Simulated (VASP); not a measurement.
Set up this calculation in VASP 6.6.1, as the native input.

```yaml
Task: single point
Functional: r2SCAN
Potentials_or_basis: VASP PAW PBE potentials, release 64 (Sr_sv, O)
Cutoff: 520 eV
k_mesh: 12 × 12 × 4
Occupations: gaussian, width 0.01 eV
Spin: no spin polarisation
Dipole_correction: no
Further_INCAR_settings: ALGO = Normal; EDIFF = 1e-06; NBANDS = 24
```

The system is SrO.

```xyz
4
Lattice="3.5632 0.0000 0.0000 -1.7816 3.0859 0.0000 0.0000 0.0000 6.2551" Properties=species:S:1:pos:R:3 pbc="T T T"
Sr    0.0000    0.0000    0.0000
Sr    0.0000    0.0000    3.1276
O     0.0000    2.0572    1.5638
O     1.7816    1.0286    4.6913
```

These files were run (other wordings do the same):

POSCAR

```
SrO
1.0
    3.5632380138      0.0000000000      0.0000000000
   -1.7816190069      3.0858546397      0.0000000000
    0.0000000000      0.0000000000      6.2551048216
Sr O
2 2
Direct
    0.0000000000      0.0000000000      0.0000000000
    0.0000000000      0.0000000000      0.5000000000
    0.3333333333      0.6666666667      0.2500000000
    0.6666666667      0.3333333333      0.7500000000
```

INCAR.step1

```
PREC = Accurate
ENCUT = 520
ISMEAR = 0
SIGMA = 0.01
LREAL = F
LASPH = T
NELM = 100
NBANDS = 24
GGA = PE
ALGO = Normal
EDIFF = 1E-4
LWAVE = T
LCHARG = F
```

INCAR.step2

```
PREC = Accurate
ENCUT = 520
EDIFF = 1E-6
ISMEAR = 0
SIGMA = 0.01
LREAL = F
LASPH = T
NELM = 100
ALGO = Normal
ISIF = 2
LWAVE = F
LCHARG = F
METAGGA = R2SCAN
LMIXTAU = T
NBANDS = 24
ISTART = 1
```

KPOINTS

```
Automatic mesh
0
Gamma
  12 12 4
```

Potentials or basis: VASP PAW PBE potentials, release 64 (Sr_sv, O).

Run with:

```console
$ cat potpaw_PBE.64/Sr_sv/POTCAR potpaw_PBE.64/O/POTCAR > POTCAR
$ cp INCAR.step1 INCAR
$ mpirun -np 1 vasp_std > vasp.out
$ cp INCAR.step2 INCAR
$ mpirun -np 1 vasp_std > vasp.out
```

Results of the run:

The pressure is 0.6 GPa and the band gap on the k mesh is 3.94 eV, direct.

Caveat: the PAW data sets were made with another functional, which shifts forces and pressure a little.

Wall time 4.7 min on 1 thread of Intel Xeon 6975P-C, on a shared host, peak memory 0.25 GiB.
